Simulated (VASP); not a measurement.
# Rb3N (P-6m2) in VASP: further runs

The runs below take Rb3N through single point, with PBE.

All numbers are computed with VASP 6.6.1; they aren't measurements. Logs are shortened: lines on timing, memory, paths and dates and some standing lists are left out, and cuts for length are marked.

## (1) The cell of the first run

The structure is hexagonal, space group P-6m2 (No. 187). The conventional cell has a = 4.036 Å, b = 4.036 Å, c = 13.097 Å, α = 90.00°, β = 90.00°, γ = 120.00°. Within 5.2 Å of Rb (site symmetry 3m) lie 9 Rb at 3.98 to 4.04 Å and 3 N at 4.06 Å. Rb (site symmetry -6m2) has 12 Rb at 3.98 to 4.04 Å within 5.2 Å. Within 5.3 Å of N (site symmetry -6m2) lie 6 N at 4.04 Å and 6 Rb at 4.06 Å.

The cell was generated, and may not be a known phase.

## (2) Single point, PBE

File INCAR:

```
SYSTEM = Rb3N
PREC = Accurate
ENCUT = 520
EDIFF = 1E-7
ISMEAR = 0
SIGMA = 0.1
LREAL = .FALSE.
LASPH = .TRUE.
NELM = 60
ALGO = Fast
ISIF = 2
LWAVE = .FALSE.
LCHARG = .TRUE.
GGA = PE
LELF = .TRUE.
LVHAR = .TRUE.
NBANDS = 24
```

File KPOINTS:

```
regular mesh
0
G
  6 6 2
  0 0 0
```

File POSCAR:

```
Rb3N
1.0
    4.0362812200      0.0000000000      0.0000000000
   -2.0181406100      3.4955220700      0.0000000000
    0.0000000000      0.0000000000     13.0966787600
Rb N
3 1
Direct
    0.3333333300      0.6666666700      0.7536804100
    0.0000000000      0.0000000000      0.0000000000
    0.3333333300      0.6666666700      0.2463195900
    0.0000000000      0.0000000000      0.5000000000
```

Potentials or basis: VASP PAW PBE potentials, release 64 (Rb_sv, N).

Started as:

```console
$ cat potpaw_PBE.64/Rb_sv/POTCAR potpaw_PBE.64/N/POTCAR > POTCAR
$ mpirun -np 1 vasp_std > vasp.out
```

OUTCAR:

```text
SYSTEM = Rb3N
   PREC = Accurate
   ENCUT = 520
   EDIFF = 1E-7
   ISMEAR = 0
   LREAL = .FALSE.
   LASPH = .TRUE.
   NELM = 60
   ISIF = 2
   GGA = PE

 ion  position               nearest neighbor table
   1  0.333  0.667  0.754-   2 3.98   2 3.98   2 3.98   2 5.67   2 5.67   2 5.67
   2  0.000  0.000  0.000-   1 3.98   3 3.98   1 3.98   3 3.98   1 3.98   3 3.98   1 5.67   3 5.67
                             1 5.67   3 5.67   1 5.67   3 5.67
   3  0.333  0.667  0.246-   2 3.98   2 3.98   2 3.98   2 5.67   2 5.67   2 5.67
   4  0.000  0.000  0.500-

  LATTYP: Found a hexagonal cell.
 ALAT       =     4.0362812200
 C/A-ratio  =     3.2447389184

  Lattice vectors:

 A1 = (   4.0362812200,   0.0000000000,   0.0000000000)
 A2 = (  -2.0181406100,   3.4955220700,   0.0000000000)
 A3 = (   0.0000000000,   0.0000000000,  13.0966787600)

Analysis of symmetry for initial positions (statically):
=====================================================================
 Subroutine PRICEL returns:
 Original cell was already a primitive cell.

 Routine SETGRP: Setting up the symmetry group for a
 hexagonal supercell.

 Subroutine GETGRP returns: Found 12 space group operations
 (whereof 12 operations were pure point group operations)
 out of a pool of 24 trial point group operations.

The static configuration has the point symmetry D_3h.

Analysis of symmetry for dynamics (positions and initial velocities):
=====================================================================
 Subroutine PRICEL returns:
 Original cell was already a primitive cell.

 Routine SETGRP: Setting up the symmetry group for a
 hexagonal supercell.

 Subroutine GETGRP returns: Found 12 space group operations
 (whereof 12 operations were pure point group operations)
 out of a pool of 24 trial point group operations.

The dynamic configuration has the point symmetry D_3h.

 Subroutine INISYM returns: Found 12 space group operations
 (whereof 12 operations are pure point group operations),
 and found     1 'primitive' translations

----------------------------------------------------------------------------------------

                                     Primitive cell

  volume of cell :     184.7799

  direct lattice vectors                    reciprocal lattice vectors
     4.036281220  0.000000000  0.000000000     0.247752806  0.143040150  0.000000000
    -2.018140610  3.495522070  0.000000000     0.000000000  0.286080299  0.000000000
     0.000000000  0.000000000 13.096678760     0.000000000  0.000000000  0.076355236

  length of vectors
     4.036281220  4.036281217 13.096678760     0.286080299  0.286080299  0.076355236
[... 78 lines left out ...]
   IBRION =     -1    ionic relax: 0-MD 1-quasi-New 2-CG
   NFREE  =      0    steps in history (QN), initial steepest desc. (CG)
   ISIF   =      2    stress and relaxation
   ISYM   =      2    0-nonsym 1-usesym 2-fastsym
   POTIM  = 0.5000    time-step for ionic-motion
   TEBEG  =    0.0;   TEEND  =   0.0 temperature during run
   PSTRESS=    0.0 pullay stress
   NELECT =      32.0000    total number of electrons
   NUPDOWN=      -1.0000    fix difference up-down
   EMIN   =  10.00;   EMAX   =-10.00  energy-range for DOS
   EFERMI =   0.00;   METHOD = LEGACY
   ISMEAR =     0;   SIGMA  =   0.10  broadening in eV -4-tet -1-fermi 0-gaus
   EFERMI_NEDOS =   21; number of points for ismear=-14 and -15
   IALGO  =     68    algorithm
   IMIX   =      4    mixing-type and parameters
     AMIX     =   0.40;   BMIX     =  1.00
     AMIX_MAG =   1.60;   BMIX_MAG =  1.00
  volume/ion in A,a.u.               =      46.19       311.74
  Fermi-wavevector in a.u.,A,eV,Ry     =   0.912515  1.724403 11.329345  0.832683
  Thomas-Fermi vector in A             =   2.036920
   LORBIT       =      0    0 simple, 1 ext, 2 COOP (PROOUT), +10 PAW based schemes
   GGA     = PE    functional components
   LHFCALC =     F    Hartree Fock is set to
   AEXX    =    0.0000 exact exchange contribution
   IVDW    =     0    specifies the selected vdW correction
   LEPSILON=     F    determine dielectric tensor
   LRPA    =     F    only Hartree local field effects (RPA)
 non-spin polarized calculation
 RMM-DIIS sequential band-by-band and
 Gauss-broadening in eV      SIGMA  =   0.10
  energy-cutoff  :      520.00
  volume of cell :      184.78
 maximum number of plane-waves:      5023
 NGX is ok and might be reduce to    30
   NGX = 15   NGY = 15   NGZ = 49

 number of electron      32.0000000 magnetization

 Free energy of the ion-electron system (eV)
  ---------------------------------------------------
  ext. energy  EPLUGINS =         0.00000000
  ---------------------------------------------------
  free energy    TOTEN  =        -4.26766086 eV

  energy without entropy =       -4.20604517  energy(sigma->0) =       -4.23685301

 E-fermi :   0.5963     XC(G=0):  -6.7876

 val. band max:        0.5949797894   @ k =   0.3333   0.1667   0.5000
 cond. band min:       0.6104283428   @ k =   0.1667   0.0000   0.0000
 fundamental gap:      0.0154485534
 Fermi energy:         0.5962828356

 k-point     1 :       0.0000    0.0000    0.0000
  band No.  band energies     occupation
      1     -28.4533      2.00000
      2     -28.2686      2.00000
      3     -28.2628      2.00000
      4     -12.8470      2.00000
      5     -12.3241      2.00000
      6     -12.3062      2.00000
[... 367 lines left out ...]
     23       3.9023      0.00000
     24       3.9974      0.00000

------------------------ aborting loop because EDIFF is reached ----------------------------------------

  FORCE on cell =-STRESS in cart. coord.  units (eV):
  Direction    XX          YY          ZZ          XY          YZ          ZX
  --------------------------------------------------------------------------------------
  -------------------------------------------------------------------------------------
  Total        3.9654510      3.9654510     -1.6806151      0.0000000      0.0000000      0.0000000
  in kB       34.3833769     34.3833768    -14.5721688      0.0000000      0.0000000      0.0000000
  external PRESSURE =      18.0648616 kB  Pullay stress =       0.0000000 kB

 VOLUME and BASIS-vectors are now :
 -----------------------------------------------------------------------------
  energy-cutoff  :      520.00
  volume of cell :      184.78
      direct lattice vectors                 reciprocal lattice vectors
     4.036281220  0.000000000  0.000000000     0.247752806  0.143040150  0.000000000
    -2.018140610  3.495522070  0.000000000     0.000000000  0.286080299  0.000000000
     0.000000000  0.000000000 13.096678760     0.000000000  0.000000000  0.076355236

 POSITION                                       TOTAL-FORCE (eV/Angst)
 -----------------------------------------------------------------------------------
     -0.00000      2.33035      9.87071         0.000000     -0.000000     -1.530312
      0.00000      0.00000      0.00000        -0.000000      0.000000     -0.000000
     -0.00000      2.33035      3.22597         0.000000     -0.000000      1.530312
      0.00000      0.00000      6.54834        -0.000000      0.000000     -0.000000
 -----------------------------------------------------------------------------------
    total drift:                                0.000026     -0.000015     -0.000000

  FREE ENERGIE OF THE ION-ELECTRON SYSTEM (eV)
  ---------------------------------------------------
  free  energy   TOTEN  =        -4.2676608561 eV

  energy  without entropy=       -4.2060451710  energy(sigma->0) =       -4.23685301
```

OSZICAR:

```text
N       E                     dE             d eps       ncg     rms          rms(c)
DAV:   1     0.200650131675E+03    0.20065E+03   -0.13278E+04   672   0.112E+03
DAV:   2     0.102770212603E+02   -0.19037E+03   -0.18050E+03   888   0.227E+02
DAV:   3    -0.980986335362E+01   -0.20087E+02   -0.19762E+02  1040   0.697E+01
DAV:   4    -0.103639725265E+02   -0.55411E+00   -0.55348E+00   920   0.114E+01
[... 15 lines left out ...]
RMM:  20    -0.426765868605E+01    0.37759E-04   -0.19988E-05  1055   0.143E-02    0.107E-02
RMM:  21    -0.426766179289E+01   -0.31068E-05   -0.70243E-06   984   0.921E-03    0.156E-02
RMM:  22    -0.426766608254E+01   -0.42897E-05   -0.15384E-06   984   0.485E-03    0.319E-02
RMM:  23    -0.426766093291E+01    0.51496E-05   -0.86766E-07   913   0.310E-03    0.843E-03
RMM:  24    -0.426766085611E+01    0.76793E-07   -0.36469E-07   762   0.222E-03
   1 F= -.42676609E+01 E0= -.42368530E+01  d E =-.616157E-01
```

stdout:

```text
POSCAR found type information on POSCAR RbN
 POSCAR found :  2 types and       4 ions
 scaLAPACK will be used
 LDA part: xc-table for (Slater+PW92), standard interpolation
 POSCAR, INCAR and KPOINTS ok, starting setup
 FFT: planning ... GRIDC
 FFT: planning ... GRID_SOFT
 FFT: planning ... GRID
 WAVECAR not read
 entering main loop
 num prob WARNING in EDDRMM: call to ZHEGV failed, returncode =   6  3     15
```

Wall time 2.9 min (1 thread of Oxide Virtual Turin-like, shared host); peak memory 0.26 GiB.

Results:

- Free energy: -4.2677 eV
- Pressure: 1.8 GPa
- Largest force: 1.530 eV/Å
- Band gap on the k mesh: zero (bands 16 and 17 overlap by 0.08 eV)

Forces on the atoms (eV/Å):
```
Rb   0.000  0.000 -1.530
Rb   0.000  0.000  0.000
Rb   0.000  0.000  1.530
N    0.000  0.000  0.000
```

Caveat: semilocal functionals underestimate gaps, and a narrow one can read as zero; forces of over 1 eV/Å act on the atoms, so gaps and moduli don't describe the material at rest.

## (3) Single point, PBE, collinear spin, ferromagnetic start

File INCAR:

```
SYSTEM = Rb3N
PREC     = Accurate       ! precision mode
ENCUT    = 520            ! plane-wave cutoff, eV
EDIFF    = 1E-7           ! SCF threshold, eV
ISMEAR   = 0              ! smearing method
SIGMA    = 0.1            ! smearing width, eV
LREAL    = .False.        ! projectors in reciprocal space
LASPH    = .True.         ! aspherical terms in the spheres
NELM     = 150            ! most SCF steps
ALGO     = Normal         ! electronic algorithm
ISIF     = 2              ! what is computed and relaxed
LWAVE    = .False.        ! write WAVECAR
LCHARG   = .True.         ! write CHGCAR
ISPIN    = 2              ! spin polarisation
MAGMOM   = 0 0 0 1        ! initial moments
LORBIT   = 11             ! projections on sites
GGA      = PE             ! functional
LELF     = .True.         ! ELF
LVHAR    = .True.       
NBANDS   = 28             ! bands
```

File KPOINTS:

```
regular mesh
0
Gamma
  6 6 2
  0 0 0
```

POSCAR is that of step 2.

Potentials or basis: VASP PAW PBE potentials, release 64 (Rb_sv, N).

Started as:

```console
$ cat potpaw_PBE.64/Rb_sv/POTCAR potpaw_PBE.64/N/POTCAR > POTCAR
$ mpirun -np 1 vasp_std > vasp.out
```

Wall time 21 min (1 thread of Oxide Virtual Turin-like, shared host); peak memory 0.37 GiB.

The run converged. Its results:

```yaml
Free_energy: -5.4967 eV
Pressure: 2.9 GPa
Largest_force: 1.246 eV/Å
Net_moment: 2.26 μB per cell
Site_moments: Rb -0.00; N +1.48 μB
Valence_electrons_inside_the_program's_atomic_spheres: Rb 7.30, 7.32 (each value once); N 3.33
```

Forces in eV/Å, atoms in the order of the input:
```
Rb   0.000  0.000 -1.246
Rb   0.000  0.000  0.000
Rb   0.000  0.000  1.246
N    0.000  0.000  0.000
```

Stress tensor (GPa, compression positive):
```
4.18 0.00 0.00
0.00 4.18 0.00
0.00 0.00 0.48
```

Levels at points of the mesh, in eV from the Fermi level:
Spin up:
```tsv
k point	band 14	band 15	band 16	band 17	band 18	band 19	band 20	band 21
(0.00, 0.00, 0.00)	-2.50	-2.18	-2.01	-2.01	-0.91	-0.28	2.47	2.67
(0.50, 0.00, 0.00)	-2.73	-2.15	-1.72	-0.01	0.27	0.62	1.51	1.53
(0.00, 0.00, 0.50)	-2.62	-2.01	-2.01	-1.85	-1.27	-0.09	2.30	3.09
(0.50, 0.00, 0.50)	-2.73	-2.15	-1.71	-0.02	0.24	0.64	1.52	1.54
```
Spin down:
```
           k point  band 13  band 14  band 15  band 16  band 17  band 18
(0.00, 0.00, 0.00)   -10.18    -2.50    -1.55    -0.35     0.07     1.80
(0.50, 0.00, 0.00)   -10.03    -0.15    -0.06     0.28     0.43     0.79
(0.00, 0.00, 0.50)   -10.18    -2.55    -1.28    -0.79     0.33     1.80
(0.50, 0.00, 0.50)   -10.03    -0.11     0.00     0.11     0.50     0.73
```

Caveat: forces of over 1 eV/Å act on the atoms, so gaps and moduli don't describe the material at rest.

## (4) Single point, PBE, collinear spin, ferromagnetic start

This run uses another cell than the first one, of 51.82 Å³/atom.

File INCAR:

```
PREC = Accurate ; ENCUT = 520
EDIFF = 1E-6 ; ISMEAR = 0
SIGMA = 0.1 ; LREAL = False
LASPH = True ; NELM = 150
ALGO = Normal ; ISIF = 2
LWAVE = False ; LCHARG = True
ISPIN = 2 ; MAGMOM = 0 0 0 1
LORBIT = 11 ; GGA = PE
LELF = True ; LVHAR = True
NBANDS = 28
```

File KPOINTS:

```
regular mesh
0
Gamma
  6 6 2
```

File POSCAR:

```
Rb3N
1.0
    4.3357715501      0.0000000000      0.0000000000
   -2.1678857751      3.7548883074      0.0000000000
    0.0000000000      0.0000000000     12.7323730995
Rb N
3 1
Direct
    0.3333333333      0.6666666667      0.6325011472
    0.0000000000      0.0000000000      0.0000000000
    0.3333333333      0.6666666667      0.3674988528
    0.0000000000      0.0000000000      0.5000000000
```

Started as:

```console
$ cat potpaw_PBE.64/Rb_sv/POTCAR potpaw_PBE.64/N/POTCAR > POTCAR
$ mpirun -np 1 vasp_std > vasp.out
```

It took 8.7 min on 1 thread of Oxide Virtual Turin-like, shared host; peak memory 0.41 GiB.

The run converged. Its results:

| Quantity | Value |
| --- | --- |
| Free energy | -8.6530 eV |
| Pressure | 0.1 GPa |
| Largest force | 0.011 eV/Å |
| Net moment | 1.25 μB per cell |
| Site moments | Rb +0.00, -0.00 (each value once); N +0.88 μB |
| Valence electrons inside the program's atomic spheres | Rb 7.31, 7.29 (each value once); N 3.42 |

Forces on the atoms (eV/Å):
```
Rb   0.000  0.000  0.011
Rb   0.000  0.000  0.000
Rb   0.000  0.000 -0.011
N    0.000  0.000  0.000
```

Stress tensor (GPa, compression positive):
```
0.15 0.00 0.00
0.00 0.15 0.00
0.00 0.00 0.04
```

Levels at points of the mesh, in eV from the Fermi level:
Spin up:
```
           k point  band 15  band 16  band 17  band 18  band 19  band 20
(0.00, 0.00, 0.00)    -1.51    -1.51    -1.48     0.04     0.56     2.76
(0.50, 0.00, 0.00)    -1.52    -0.90     0.47     1.11     1.13     2.17
(0.00, 0.00, 0.50)    -1.51    -1.51    -1.30    -0.42     1.14     2.22
(0.50, 0.00, 0.50)    -1.52    -0.90     0.47     1.07     1.16     2.09
```
Spin down:
| k point | band 13 | band 14 | band 15 | band 16 | band 17 | band 18 |
| --- | --- | --- | --- | --- | --- | --- |
| (0.00, 0.00, 0.00) | -10.27 | -1.96 | -1.13 | 0.16 | 0.51 | 0.52 |
| (0.50, 0.00, 0.00) | -10.13 | -0.33 | -0.21 | 0.46 | 0.49 | 1.05 |
| (0.00, 0.00, 0.50) | -10.27 | -1.99 | -0.83 | -0.52 | 0.52 | 0.52 |
| (0.50, 0.00, 0.50) | -10.13 | -0.32 | -0.22 | 0.45 | 0.49 | 1.05 |

## (5) Summary

| spin | cell | gap on the mesh (eV) | pressure (GPa) | moment (μB) | largest force (eV/Å) |
| --- | --- | --- | --- | --- | --- |
| off | a = 4.036, b = 4.036, c = 13.097 Å, angles 90.0, 90.0, 120.0°, 4 atoms, atomic positions A | none | 1.8 | - | 1.53 |
| collinear, ferromagnetic start | a = 4.036, b = 4.036, c = 13.097 Å, angles 90.0, 90.0, 120.0°, 4 atoms, atomic positions A | none | 2.9 | 2.26 | 1.25 |
| collinear, ferromagnetic start | a = 4.336, b = 4.336, c = 12.732 Å, angles 90.0, 90.0, 120.0°, 4 atoms, atomic positions B | none | 0.1 | 1.25 | 0.01 |

Alike in all rows: task single point; level PBE; potentials or basis VASP PAW PBE potentials, release 64 (Rb_sv, N); k mesh 6 × 6 × 2; cutoff (eV) 520; smearing gaussian 0.1 eV.

Caveats: forces of over 1 eV/Å act on the atoms, so gaps and moduli don't describe the material at rest (at least some runs); semilocal functionals underestimate gaps, and a narrow one can read as zero (at least some runs).

Total energies depend on the potentials used, so only differences within one code and one set of settings carry meaning.

The gap in the log of VASP goes by the Fermi energy; the results here count the filled bands.